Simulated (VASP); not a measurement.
# Mg9O8 (a cell with a defect) in VASP: single point with r2SCAN

Aim: the single point of Mg9O8 (a cell with a defect) with r2SCAN.

All numbers are computed with VASP 6.6.1; they aren't measurements. Logs are shortened: lines on timing, memory, paths and dates and some standing lists are left out, and cuts for length are marked.

### Step 1. The cell of the first run

The cell holds a defect, 17 atoms: a = 5.905 Å, b = 5.905 Å, c = 5.905 Å, α = 60.00°, β = 60.00°, γ = 60.00°.

### Step 2. Single point, r2SCAN

The input, POSCAR:

```
Mg9O8
1.0
    0.0000000000      4.1752000000      4.1752000000
    4.1752000000      0.0000000000      4.1752000000
    4.1752000000      4.1752000000      0.0000000000
Mg O
9 8
Direct
    0.0023102012      0.0008639514     -0.0039669911
    0.0022890528      0.0009947225      0.5013367410
    0.0703933069      0.4764580705     -0.0232479684
    0.0022877284      0.4954914783      0.5013170386
    0.4784923222      0.0672767134     -0.0225706747
    0.4969716004      0.0008807254      0.5013565299
    0.4785177960      0.4768751052     -0.0225886788
    0.4783289585      0.4770286366      0.5677063355
    0.6278673451      0.6239057364      0.1244270415
    0.2403721077      0.2389535130      0.2818237698
    0.2403218293      0.2389307710      0.7394187137
    0.2455470250      0.7513370877      0.2518989739
    0.2403316711      0.7814110572      0.7394242545
    0.7525758660      0.2424568814      0.2527065014
    0.7826200654      0.2389965701      0.7394896355
    0.7525585751      0.7523671658      0.2527198295
    0.7526848290      0.7522341040      0.7429401382
```

The input, INCAR.step1:

```
PREC = Accurate
ENCUT = 680
ISMEAR = 0
SIGMA = 0.05
LREAL = Auto
LASPH = T
NELM = 120
NBANDS = 83
GGA = PE
ALGO = Normal
EDIFF = 1E-5
LWAVE = T
LCHARG = F
GGA_COMPAT = F
```

The input, INCAR.step2:

```
PREC = Accurate
ENCUT = 680
EDIFF = 1E-6
ISMEAR = 0
SIGMA = 0.05
LREAL = Auto
LASPH = T
NELM = 120
ALGO = Normal
ISIF = 2
LWAVE = F
LCHARG = F
METAGGA = R2SCAN
LMIXTAU = T
NBANDS = 83
ISTART = 1
GGA_COMPAT = F
```

The input, KPOINTS:

```
regular mesh
0
Gamma
  3 3 3
```

Potentials or basis: VASP PAW PBE potentials, release 64 (Mg_sv, O).

Launch:

```sh
$ cat potpaw_PBE.64/Mg_sv/POTCAR potpaw_PBE.64/O/POTCAR > POTCAR
$ cp INCAR.step1 INCAR
$ mpirun -np 1 vasp_std > vasp.out
$ cp INCAR.step2 INCAR
$ mpirun -np 1 vasp_std > vasp.out
```

OUTCAR:

```text
PREC = Accurate
   ENCUT = 680
   EDIFF = 1E-6
   ISMEAR = 0
   LREAL = Auto
   LASPH = T
   NELM = 120
   ISIF = 2
   METAGGA = R2SCAN
   ISTART = 1

 ion  position               nearest neighbor table
   1  0.002  0.001  0.996-  13 1.99  11 1.99  15 1.99  16 2.08  14 2.08  12 2.08
   2  0.002  0.001  0.501-  10 1.99  13 1.99  15 1.99  14 2.08  17 2.08  12 2.08
   3  0.070  0.476  0.977-  11 2.02  13 2.02  10 2.02   9 2.13
   4  0.002  0.495  0.501-  10 1.99  11 1.99  15 1.99  16 2.08  17 2.08  12 2.08
   5  0.478  0.067  0.977-  15 2.02  10 2.03  11 2.03   9 2.14
   6  0.497  0.001  0.501-  13 1.99  11 1.99  10 1.99  16 2.08  14 2.08  17 2.08
   7  0.479  0.477  0.977-  15 2.02  10 2.03  13 2.03   9 2.14
   8  0.478  0.477  0.568-  15 2.03  13 2.03  11 2.03   9 2.14
   9  0.628  0.624  0.124-  16 1.84  14 1.84  17 1.84  12 1.84   3 2.13   8 2.14   5 2.14   7 2.14

  10  0.240  0.239  0.282-   4 1.99   2 1.99   6 1.99   3 2.02   5 2.03   7 2.03
  11  0.240  0.239  0.739-   1 1.99   6 1.99   4 1.99   3 2.02   8 2.03   5 2.03
  12  0.246  0.751  0.252-   9 1.84   2 2.08   1 2.08   4 2.08
  13  0.240  0.781  0.739-   1 1.99   6 1.99   2 1.99   3 2.02   8 2.03   7 2.03
  14  0.753  0.242  0.253-   9 1.84   6 2.08   1 2.08   2 2.08
  15  0.783  0.239  0.739-   2 1.99   4 1.99   1 1.99   7 2.02   5 2.02   8 2.03
  16  0.753  0.752  0.253-   9 1.84   6 2.08   1 2.08   4 2.08
  17  0.753  0.752  0.743-   9 1.84   6 2.08   2 2.08   4 2.08

  LATTYP: Found a face centered cubic cell.
 ALAT       =     8.3504000000

  Lattice vectors:

 A1 = (   0.0000000000,   4.1752000000,   4.1752000000)
 A2 = (   4.1752000000,   0.0000000000,   4.1752000000)
 A3 = (   4.1752000000,   4.1752000000,   0.0000000000)

Analysis of symmetry for initial positions (statically):
=====================================================================
 Subroutine PRICEL returns:
 Original cell was already a primitive cell.

 Routine SETGRP: Setting up the symmetry group for a
 face centered cubic supercell.

 Subroutine GETGRP returns: Found  1 space group operations
 (whereof  1 operations were pure point group operations)
 out of a pool of 48 trial point group operations.

The static configuration has the point symmetry C_1 .

Analysis of symmetry for dynamics (positions and initial velocities):
=====================================================================
 Subroutine PRICEL returns:
 Original cell was already a primitive cell.

 Routine SETGRP: Setting up the symmetry group for a
 face centered cubic supercell.

 Subroutine GETGRP returns: Found  1 space group operations
 (whereof  1 operations were pure point group operations)
 out of a pool of 48 trial point group operations.

The dynamic configuration has the point symmetry C_1 .

 Subroutine INISYM returns: Found  1 space group operations
 (whereof  1 operations are pure point group operations),
 and found     1 'primitive' translations

----------------------------------------------------------------------------------------

                                     Primitive cell

  volume of cell :     145.5666

  direct lattice vectors                    reciprocal lattice vectors
     0.000000000  4.175200000  4.175200000    -0.119754742  0.119754742  0.119754742
     4.175200000  0.000000000  4.175200000     0.119754742 -0.119754742  0.119754742
     4.175200000  4.175200000  0.000000000     0.119754742  0.119754742 -0.119754742

  length of vectors
     5.904624466  5.904624466  5.904624466     0.207421298  0.207421298  0.207421298

  position of ions in fractional coordinates (direct lattice)
     0.002310201  0.000863951  0.996033009
     0.002289053  0.000994723  0.501336741
     0.070393307  0.476458071  0.976752032
     0.002287728  0.495491478  0.501317039
     0.478492322  0.067276713  0.977429325
     0.496971600  0.000880725  0.501356530
[... 9 lines left out ...]
     0.752558575  0.752367166  0.252719830
     0.752684829  0.752234104  0.742940138

  ion indices of the primitive-cell ions
   primitive index   ion index
                 1           1
                 2           2
                 3           3
                 4           4
                 5           5
                 6           6
[... 9 lines left out ...]
                16          16
                17          17

----------------------------------------------------------------------------------------

 KPOINTS: regular mesh

Automatic generation of k-mesh.
 Grid dimensions read from file:
 generate k-points for:    3    3    3

 Generating k-lattice:

  Cartesian coordinates                     Fractional coordinates (reciprocal lattice)
    -0.039918247  0.039918247  0.039918247     0.333333333  0.000000000  0.000000000
     0.039918247 -0.039918247  0.039918247     0.000000000  0.333333333  0.000000000
     0.039918247  0.039918247 -0.039918247     0.000000000  0.000000000  0.333333333

  Length of vectors
     0.069140433  0.069140433  0.069140433

  Shift w.r.t. Gamma in fractional coordinates (k-lattice)
     0.000000000  0.000000000  0.000000000

 Subroutine IBZKPT returns following result:
 ===========================================

 Found     14 irreducible k-points:

 Following reciprocal coordinates:
            Coordinates               Weight
  0.000000  0.000000  0.000000      1.000000
  0.333333  0.000000  0.000000      2.000000
  0.000000  0.333333  0.000000      2.000000
  0.000000  0.000000  0.333333      2.000000
  0.333333  0.333333  0.333333      2.000000
  0.333333  0.333333  0.000000      2.000000
  0.000000  0.333333  0.333333      2.000000
  0.333333  0.000000  0.333333      2.000000
 -0.333333  0.333333  0.000000      2.000000
  0.000000 -0.333333  0.333333      2.000000
  0.333333  0.000000 -0.333333      2.000000
  0.333333  0.333333 -0.333333      2.000000
 -0.333333  0.333333 -0.333333      2.000000
  0.333333 -0.333333 -0.333333      2.000000
   k-points           NKPTS =     14   k-points in BZ     NKDIM =     14   number of bands    NBANDS=     83
   number of dos      NEDOS =    301   number of ions     NIONS =     17
   total plane-waves  NPLWV = 125000
   dimension x,y,z NGX =    50 NGY =   50 NGZ =   50
   dimension x,y,z NGXF=   100 NGYF=  100 NGZF=  100
   ions per type =               9   8
   NGX,Y,Z   is equivalent  to a cutoff of  14.08, 14.08, 14.08 a.u.
   NGXF,Y,Z  is equivalent  to a cutoff of  28.16, 28.16, 28.16 a.u.
 SYSTEM =  unknown system
   PREC   = accura    normal or accurate (medium, high low for compatibility)
   ISTART =      1    job   : 0-new  1-cont  2-samecut
   ICHARG =      0    charge: 1-file 2-atom 10-const
   ISPIN  =      1    spin polarized calculation?
   LNONCOLLINEAR =      F non collinear calculations
   LSORBIT =      F    spin-orbit coupling
   LASPH  =      T    aspherical Exc in radial PAW
   ENCUT  =  680.0 eV  49.98 Ry    7.07 a.u.  12.55 12.55 12.55*2*pi/ulx,y,z
   NELM   =    120;   NELMIN=  2; NELMDL=  0     # of ELM steps
   EDIFF  = 0.1E-05   stopping-criterion for ELM
   LREAL  =      T    real-space projection
   EDIFFG = 0.1E-04   stopping-criterion for IOM
   NSW    =      0    number of steps for IOM
   IBRION =     -1    ionic relax: 0-MD 1-quasi-New 2-CG
   NFREE  =      0    steps in history (QN), initial steepest desc. (CG)
   ISIF   =      2    stress and relaxation
   ISYM   =      2    0-nonsym 1-usesym 2-fastsym
   POTIM  = 0.5000    time-step for ionic-motion
   TEBEG  =    0.0;   TEEND  =   0.0 temperature during run
   PSTRESS=    0.0 pullay stress
   NELECT =     138.0000    total number of electrons
   NUPDOWN=      -1.0000    fix difference up-down
   EMIN   =  10.00;   EMAX   =-10.00  energy-range for DOS
   EFERMI =   0.00;   METHOD = LEGACY
   ISMEAR =     0;   SIGMA  =   0.05  broadening in eV -4-tet -1-fermi 0-gaus
   EFERMI_NEDOS =   21; number of points for ismear=-14 and -15
   IALGO  =     38    algorithm
   IMIX   =      4    mixing-type and parameters
     AMIX     =   0.40;   BMIX     =  1.00
     AMIX_MAG =   1.60;   BMIX_MAG =  1.00
  volume/ion in A,a.u.               =       8.56        57.78
  Fermi-wavevector in a.u.,A,eV,Ry     =   1.608227  3.039108 35.190011  2.586393
  Thomas-Fermi vector in A             =   2.704130
   LORBIT       =      0    0 simple, 1 ext, 2 COOP (PROOUT), +10 PAW based schemes
   METAGGA = R2SCAN    functional components
   LHFCALC =     F    Hartree Fock is set to
   AEXX    =    0.0000 exact exchange contribution
   IVDW    =     0    specifies the selected vdW correction
   LEPSILON=     F    determine dielectric tensor
   LRPA    =     F    only Hartree local field effects (RPA)
 non-spin polarized calculation
 Gauss-broadening in eV      SIGMA  =   0.05
  energy-cutoff  :      680.00
  volume of cell :      145.57
 maximum number of plane-waves:      5961
 NGX is ok and might be reduce to    50
   NGX = 25   NGY = 25   NGZ = 25

 number of electron     137.9999996 magnetization

 Free energy of the ion-electron system (eV)
  ---------------------------------------------------
  ext. energy  EPLUGINS =         0.00000000
  ---------------------------------------------------
  free energy    TOTEN  =      -116.89011390 eV

  energy without entropy =     -116.88133551  energy(sigma->0) =     -116.88572471

 E-fermi :  10.8040     XC(G=0): -12.6026

 val. band max:       10.7644899946   @ k =   0.3333  -0.3333  -0.3333
 cond. band min:      10.8541241503   @ k =   0.3333   0.0000   0.0000
 fundamental gap:      0.0896341557
 Fermi energy:        10.8040374947

 k-point     1 :       0.0000    0.0000    0.0000
  band No.  band energies     occupation
      1     -72.8093      2.00000
      2     -71.9595      2.00000
      3     -71.9310      2.00000
      4     -71.9307      2.00000
      5     -71.9258      2.00000
      6     -70.9773      2.00000
[... 1165 lines left out ...]
     80      15.1871      0.00000
     81      15.6642      0.00000
 [bands above 81 left out]

------------------------ aborting loop because EDIFF is reached ----------------------------------------

  FORCE on cell =-STRESS in cart. coord.  units (eV):
  Direction    XX          YY          ZZ          XY          YZ          ZX
  --------------------------------------------------------------------------------------
  -------------------------------------------------------------------------------------
  Total       41.0361385     40.9751734     41.0293645     -0.0554227      0.0532238     -0.0591066
  in kB      451.6637357    450.9927239    451.5891771     -0.6100091      0.5858070     -0.6505555
  external PRESSURE =     451.4152123 kB  Pullay stress =       0.0000000 kB

 VOLUME and BASIS-vectors are now :
 -----------------------------------------------------------------------------
  energy-cutoff  :      680.00
  volume of cell :      145.57
      direct lattice vectors                 reciprocal lattice vectors
     0.000000000  4.175200000  4.175200000    -0.119754742  0.119754742  0.119754742
     4.175200000  0.000000000  4.175200000     0.119754742 -0.119754742  0.119754742
     4.175200000  4.175200000  0.000000000     0.119754742  0.119754742 -0.119754742

 POSITION                                       TOTAL-FORCE (eV/Angst)
 -----------------------------------------------------------------------------------
      4.16224      4.16828      0.01325        -0.015934      0.013309      0.017525
      2.09733      2.10274      0.01371        -0.011849      0.005924      0.000875
      6.06744      4.37204      2.28321         0.006344     -0.008242     -0.006665
      4.16187      2.10265      2.07833        -0.002300      0.008911      0.011745
      4.36186      6.07876      2.27869         0.024964     -0.028231      0.031581
      2.09694      4.16822      2.07863         0.032716     -0.012850     -0.029512
[... 9 lines left out ...]
      4.19644      4.19724      6.28337         0.023593      0.044878      0.042875
      6.24265      6.24453      6.28334        -0.041837     -0.024288      0.042518
 -----------------------------------------------------------------------------------
    total drift:                                0.031780     -0.051162     -0.037200

  FREE ENERGIE OF THE ION-ELECTRON SYSTEM (eV)
  ---------------------------------------------------
  free  energy   TOTEN  =      -116.8901139023 eV

  energy  without entropy=     -116.8813355115  energy(sigma->0) =     -116.88572471
```

It took 12 min on 1 thread of Intel Xeon 6975P-C (Granite Rapids), shared host; peak memory 0.44 GiB.

What came out:

```
Free energy            : -116.8901 eV
Pressure               : 45.1 GPa
Largest force          : 0.066 eV/Å
Band gap on the k mesh : zero (bands 69 and 70 overlap by 0.27 eV)
```

Forces in eV/Å, atoms in the order of the input:
```
Mg  -0.016  0.013  0.018
Mg  -0.012  0.006  0.001
Mg   0.006 -0.008 -0.007
Mg  -0.002  0.009  0.012
Mg   0.025 -0.028  0.032
Mg   0.033 -0.013 -0.030
Mg  -0.032 -0.029 -0.026
Mg   0.023  0.028 -0.023
Mg   0.025 -0.027 -0.025
O    0.009  0.012 -0.009
O   -0.015 -0.008 -0.008
O    0.027 -0.027 -0.027
O    0.008 -0.009  0.014
O   -0.042  0.045 -0.024
O   -0.017  0.015  0.017
O    0.024  0.045  0.043
O   -0.042 -0.024  0.043
```

Caveat: the k points lie up to 0.43 Å⁻¹ apart; the PAW data sets were made with another functional, which shifts forces and pressure a little.

The gap in the log of VASP goes by the Fermi energy; the results here count the filled bands.